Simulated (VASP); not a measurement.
# SrCl2 (Immm) in VASP: notebook

Runs on SrCl2. Level: PBE. Tasks: single point.

Program: VASP 6.6.1. These are calculated values, not measurements. Logs are shortened: lines on timing, memory, paths and dates and some standing lists are left out, and cuts for length are marked.

### 1 The cell of the first run

It takes space group Immm (No. 71, orthorhombic). Conventional cell: a = 4.917 Å, b = 4.950 Å, c = 6.977 Å, α = 90.00°, β = 90.00°, γ = 90.00°. Sr (site symmetry mmm) has 8 Cl at 3.01 to 3.03 Å within 4.0 Å. Within 4.0 Å of Cl (site symmetry mm2) lie 4 Sr at 3.01 to 3.03 Å and 6 Cl at 3.49 Å.

### 2 Single point, PBE

INCAR

```
PREC = Accurate
ENCUT = 520
EDIFF = 1E-6
ISMEAR = 0
SIGMA = 0.02
LREAL = False
LASPH = True
NELM = 60
ALGO = Normal
ISIF = 2
LWAVE = False
LCHARG = True
GGA = PE
LELF = True
LVHAR = True
NBANDS = 19
```

KPOINTS

```
regular mesh
0
Gamma
  5 5 5
```

POSCAR

```
SrCl2
1.0
    0.0116278333      3.4883500000      3.4883500000
    3.4883500000      0.0116278333      3.4883500000
    3.4999778333      3.4999778333      0.0000000000
Sr Cl
1 2
Direct
    0.0000000000      0.0000000000      0.0000000000
    0.2500000000      0.2500000000      0.2500000000
    0.7500000000      0.7500000000      0.7500000000
```

Potentials or basis: VASP PAW PBE potentials, release 64 (Sr_sv, Cl).

Run with:

```bash
$ cat potpaw_PBE.64/Sr_sv/POTCAR potpaw_PBE.64/Cl/POTCAR > POTCAR
$ mpirun -np 1 vasp_std > vasp.out
```

OUTCAR:

```text
PREC = Accurate
   ENCUT = 520
   EDIFF = 1E-6
   ISMEAR = 0
   LREAL = False
   LASPH = True
   NELM = 60
   ISIF = 2
   GGA = PE

 ion  position               nearest neighbor table
   1  0.000  0.000  0.000-   3 3.01   3 3.01   2 3.01   2 3.01   3 3.03   2 3.03   3 3.03   2 3.03

   2  0.250  0.250  0.250-   1 3.01   1 3.01   1 3.03   1 3.03
   3  0.750  0.750  0.750-   1 3.01   1 3.01   1 3.03   1 3.03

  LATTYP: Found a body centered orthorhombic cell.
 ALAT       =     4.9168276408
 B/A-ratio  =     1.0066889632
 C/A-ratio  =     1.4189433736

  Lattice vectors:

 A1 = (   3.4883500000,   0.0116278333,  -3.4883500000)
 A2 = (  -3.4883500000,  -0.0116278333,  -3.4883500000)
 A3 = (   0.0116278333,   3.4883500000,   3.4883500000)

Analysis of symmetry for initial positions (statically):
=====================================================================
 Subroutine PRICEL returns:
 Original cell was already a primitive cell.

 Routine SETGRP: Setting up the symmetry group for a
 body centered orthorhombic supercell.

 Subroutine GETGRP returns: Found  8 space group operations
 (whereof  8 operations were pure point group operations)
 out of a pool of  8 trial point group operations.

The static configuration has the point symmetry D_2h.

Analysis of symmetry for dynamics (positions and initial velocities):
=====================================================================
 Subroutine PRICEL returns:
 Original cell was already a primitive cell.

 Routine SETGRP: Setting up the symmetry group for a
 body centered orthorhombic supercell.

 Subroutine GETGRP returns: Found  8 space group operations
 (whereof  8 operations were pure point group operations)
 out of a pool of  8 trial point group operations.

The dynamic configuration has the point symmetry D_2h.

 Subroutine INISYM returns: Found  8 space group operations
 (whereof  8 operations are pure point group operations),
 and found     1 'primitive' translations

----------------------------------------------------------------------------------------

                                     Primitive cell

  volume of cell :      84.8956

  direct lattice vectors                    reciprocal lattice vectors
     0.011627833  3.488350000  3.488350000    -0.143813620  0.143813620  0.143334241
     3.488350000  0.011627833  3.488350000     0.143813620 -0.143813620  0.143334241
     3.499977833  3.499977833  0.000000000     0.142858048  0.142858048 -0.143334241

  length of vectors
     4.933285584  4.933285584  4.949716120     0.248816035  0.248816035  0.247712632

  position of ions in fractional coordinates (direct lattice)
     0.000000000  0.000000000  0.000000000
     0.250000000  0.250000000  0.250000000
     0.750000000  0.750000000  0.750000000

  ion indices of the primitive-cell ions
   primitive index   ion index
                 1           1
                 2           2
                 3           3

----------------------------------------------------------------------------------------

 KPOINTS: regular mesh

Automatic generation of k-mesh.
 Grid dimensions read from file:
 generate k-points for:    5    5    5

 Generating k-lattice:

  Cartesian coordinates                     Fractional coordinates (reciprocal lattice)
    -0.028762724  0.028762724  0.028666848     0.200000000 -0.000000000  0.000000000
     0.028762724 -0.028762724  0.028666848    -0.000000000  0.200000000  0.000000000
     0.028571610  0.028571610 -0.028666848     0.000000000  0.000000000  0.200000000

  Length of vectors
     0.049763207  0.049763207  0.049542526

  Shift w.r.t. Gamma in fractional coordinates (k-lattice)
     0.000000000  0.000000000  0.000000000

 Subroutine IBZKPT returns following result:
 ===========================================

 Found     27 irreducible k-points:

 Following reciprocal coordinates:
            Coordinates               Weight
  0.000000  0.000000  0.000000      1.000000
  0.200000 -0.000000  0.000000      4.000000
  0.400000 -0.000000  0.000000      4.000000
  0.200000  0.200000  0.000000      2.000000
  0.400000  0.200000  0.000000      4.000000
 -0.400000  0.200000  0.000000      4.000000
[... 16 lines left out ...]
 -0.200000  0.000000  0.400000      8.000000
  0.200000  0.200000  0.400000      2.000000
 [... further k-points ...]
   k-points           NKPTS =     27   k-points in BZ     NKDIM =     27   number of bands    NBANDS=     19
   number of dos      NEDOS =    301   number of ions     NIONS =      3
   total plane-waves  NPLWV =  64000
   dimension x,y,z NGX =    40 NGY =   40 NGZ =   40
   dimension x,y,z NGXF=    80 NGYF=   80 NGZF=   80
   ions per type =               1   2
   NGX,Y,Z   is equivalent  to a cutoff of  13.48, 13.48, 13.43 a.u.
   NGXF,Y,Z  is equivalent  to a cutoff of  26.96, 26.96, 26.87 a.u.
 SYSTEM =  unknown system
   PREC   = accura    normal or accurate (medium, high low for compatibility)
   ISTART =      0    job   : 0-new  1-cont  2-samecut
   ICHARG =      2    charge: 1-file 2-atom 10-const
   ISPIN  =      1    spin polarized calculation?
   LNONCOLLINEAR =      F non collinear calculations
   LSORBIT =      F    spin-orbit coupling
   LASPH  =      T    aspherical Exc in radial PAW
   ENCUT  =  520.0 eV  38.22 Ry    6.18 a.u.   9.17  9.17  9.20*2*pi/ulx,y,z
   NELM   =     60;   NELMIN=  2; NELMDL= -5     # of ELM steps
   EDIFF  = 0.1E-05   stopping-criterion for ELM
   LREAL  =      F    real-space projection
   EDIFFG = 0.1E-04   stopping-criterion for IOM
   NSW    =      0    number of steps for IOM
   IBRION =     -1    ionic relax: 0-MD 1-quasi-New 2-CG
   NFREE  =      0    steps in history (QN), initial steepest desc. (CG)
   ISIF   =      2    stress and relaxation
   ISYM   =      2    0-nonsym 1-usesym 2-fastsym
   POTIM  = 0.5000    time-step for ionic-motion
   TEBEG  =    0.0;   TEEND  =   0.0 temperature during run
   PSTRESS=    0.0 pullay stress
   NELECT =      24.0000    total number of electrons
   NUPDOWN=      -1.0000    fix difference up-down
   EMIN   =  10.00;   EMAX   =-10.00  energy-range for DOS
   EFERMI =   0.00;   METHOD = LEGACY
   ISMEAR =     0;   SIGMA  =   0.02  broadening in eV -4-tet -1-fermi 0-gaus
   EFERMI_NEDOS =   21; number of points for ismear=-14 and -15
   IALGO  =     38    algorithm
   IMIX   =      4    mixing-type and parameters
     AMIX     =   0.40;   BMIX     =  1.00
     AMIX_MAG =   1.60;   BMIX_MAG =  1.00
  volume/ion in A,a.u.               =      28.30       190.97
  Fermi-wavevector in a.u.,A,eV,Ry     =   1.074443  2.030403 15.706950  1.154428
  Thomas-Fermi vector in A             =   2.210272
   LORBIT       =      0    0 simple, 1 ext, 2 COOP (PROOUT), +10 PAW based schemes
   GGA     = PE    functional components
   LHFCALC =     F    Hartree Fock is set to
   AEXX    =    0.0000 exact exchange contribution
   IVDW    =     0    specifies the selected vdW correction
   LEPSILON=     F    determine dielectric tensor
   LRPA    =     F    only Hartree local field effects (RPA)
 non-spin polarized calculation
 Gauss-broadening in eV      SIGMA  =   0.02
  energy-cutoff  :      520.00
  volume of cell :       84.90
 maximum number of plane-waves:      2297
 NGX is ok and might be reduce to    40
   NGX = 19   NGY = 19   NGZ = 19

 number of electron      24.0000003 magnetization

 Free energy of the ion-electron system (eV)
  ---------------------------------------------------
  ext. energy  EPLUGINS =         0.00000000
  ---------------------------------------------------
  free energy    TOTEN  =       -12.78216193 eV

  energy without entropy =      -12.78216193  energy(sigma->0) =      -12.78216193

 E-fermi :   0.2814     XC(G=0):  -8.2830

 val. band max:        0.0826820886   @ k =  -0.4000  -0.4000   0.2000
 cond. band min:       5.4906922901   @ k =   0.0000   0.0000   0.0000
 fundamental gap:      5.4080102016
 Fermi energy:         0.2813931214

 k-point     1 :       0.0000    0.0000    0.0000
  band No.  band energies     occupation
      1     -32.7339      2.00000
      2     -14.7261      2.00000
      3     -14.7258      2.00000
      4     -14.7253      2.00000
      5     -13.1526      2.00000
      6     -12.3025      2.00000
[... 11 lines left out ...]
     18       9.2251      0.00000
     19       9.4642      0.00000

 k-point     2 :       0.2000   -0.0000    0.0000
  band No.  band energies     occupation
      1     -32.7328      2.00000
      2     -14.8439      2.00000
      3     -14.7309      2.00000
      4     -14.7305      2.00000
      5     -12.9486      2.00000
      6     -12.3792      2.00000
[... 11 lines left out ...]
     18       8.8538      0.00000
     19      10.0550      0.00000

 k-point     3 :       0.4000   -0.0000    0.0000
  band No.  band energies     occupation
      1     -32.7310      2.00000
      2     -14.9901      2.00000
      3     -14.7386      2.00000
      4     -14.7384      2.00000
      5     -12.7582      2.00000
      6     -12.3960      2.00000
[... 11 lines left out ...]
     18       8.7534      0.00000
     19       8.8480      0.00000

 k-point     4 :       0.2000    0.2000    0.0000
  band No.  band energies     occupation
      1     -32.7324      2.00000
      2     -14.8705      2.00000
      3     -14.7376      2.00000
      4     -14.7365      2.00000
      5     -12.8737      2.00000
      6     -12.4121      2.00000
[... 11 lines left out ...]
     18       8.9350      0.00000
     19       9.0039      0.00000

 k-point     5 :       0.4000    0.2000    0.0000
  band No.  band energies     occupation
      1     -32.7309      2.00000
      2     -14.9682      2.00000
      3     -14.7771      2.00000
      4     -14.7458      2.00000
      5     -12.6483      2.00000
      6     -12.4758      2.00000
[... 11 lines left out ...]
     18       8.6821      0.00000
     19       9.7237      0.00000
[... 334 lines left out ...]
      2     -15.0457      2.00000
      3     -14.7554      2.00000
      4     -14.7554      2.00000
      5     -12.5785      2.00000
      6     -12.4627      2.00000
[... 11 lines left out ...]
     18       8.2449      0.00000
     19      10.0310      0.00000

 k-point    22 :      -0.4000    0.0000    0.4000
  band No.  band energies     occupation
      1     -32.7297      2.00000
      2     -15.0189      2.00000
      3     -14.8218      2.00000
      4     -14.7545      2.00000
      5     -12.5693      2.00000
      6     -12.4253      2.00000
[... 11 lines left out ...]
     18       9.6555      0.00000
     19       9.7971      0.00000

 k-point    23 :      -0.2000    0.0000    0.4000
  band No.  band energies     occupation
      1     -32.7303      2.00000
      2     -14.9677      2.00000
      3     -14.8303      2.00000
      4     -14.7436      2.00000
      5     -12.6328      2.00000
      6     -12.4320      2.00000
[... 11 lines left out ...]
     18       9.0063      0.00000
     19       9.4343      0.00000

 k-point    24 :       0.2000    0.2000    0.4000
  band No.  band energies     occupation
      1     -32.7315      2.00000
      2     -14.9129      2.00000
      3     -14.7875      2.00000
      4     -14.7342      2.00000
      5     -12.7398      2.00000
      6     -12.4491      2.00000
[... 11 lines left out ...]
     18       8.9231      0.00000
     19      10.0686      0.00000

 [... further k-points ...]
[... 5 lines left out ...]
  --------------------------------------------------------------------------------------
  -------------------------------------------------------------------------------------
  Total        0.5670839      0.5670839      0.5672360     -0.0531296      0.0000000      0.0000000
  in kB       10.7021872     10.7021872     10.7050582     -1.0026790      0.0000000      0.0000000
  external PRESSURE =      10.7031442 kB  Pullay stress =       0.0000000 kB

 VOLUME and BASIS-vectors are now :
 -----------------------------------------------------------------------------
  energy-cutoff  :      520.00
  volume of cell :       84.90
      direct lattice vectors                 reciprocal lattice vectors
     0.011627833  3.488350000  3.488350000    -0.143813620  0.143813620  0.143334241
     3.488350000  0.011627833  3.488350000     0.143813620 -0.143813620  0.143334241
     3.499977833  3.499977833  0.000000000     0.142858048  0.142858048 -0.143334241

 POSITION                                       TOTAL-FORCE (eV/Angst)
 -----------------------------------------------------------------------------------
      0.00000      0.00000      0.00000         0.000000      0.000000      0.000000
      1.74999      1.74999      1.74418         0.000000     -0.000000     -0.016777
      5.24997      5.24997      5.23252         0.000000     -0.000000      0.016777
 -----------------------------------------------------------------------------------
    total drift:                               -0.000000     -0.000000      0.000000

  FREE ENERGIE OF THE ION-ELECTRON SYSTEM (eV)
  ---------------------------------------------------
  free  energy   TOTEN  =       -12.7821619266 eV

  energy  without entropy=      -12.7821619266  energy(sigma->0) =      -12.78216193
```

Run time: 39 s. Hardware: 1 thread of Intel Xeon Platinum 8488C (Sapphire Rapids), shared host; peak memory 0.24 GiB.

What came out:

| Quantity | Value |
| --- | --- |
| Free energy | -12.7822 eV |
| Pressure | 1.1 GPa |
| Largest force | 0.017 eV/Å |
| Band gap on the k mesh | 5.41 eV, indirect (least direct gap 5.67 eV) |

Forces in eV/Å, atoms in the order of the input:
```
Sr   0.000  0.000  0.000
Cl   0.000  0.000 -0.017
Cl   0.000  0.000  0.017
```

Stress tensor (GPa, compression positive):
```
 1.07 -0.10  0.00
-0.10  1.07  0.00
 0.00  0.00  1.07
```

(Part 1 of 2 ends here.)
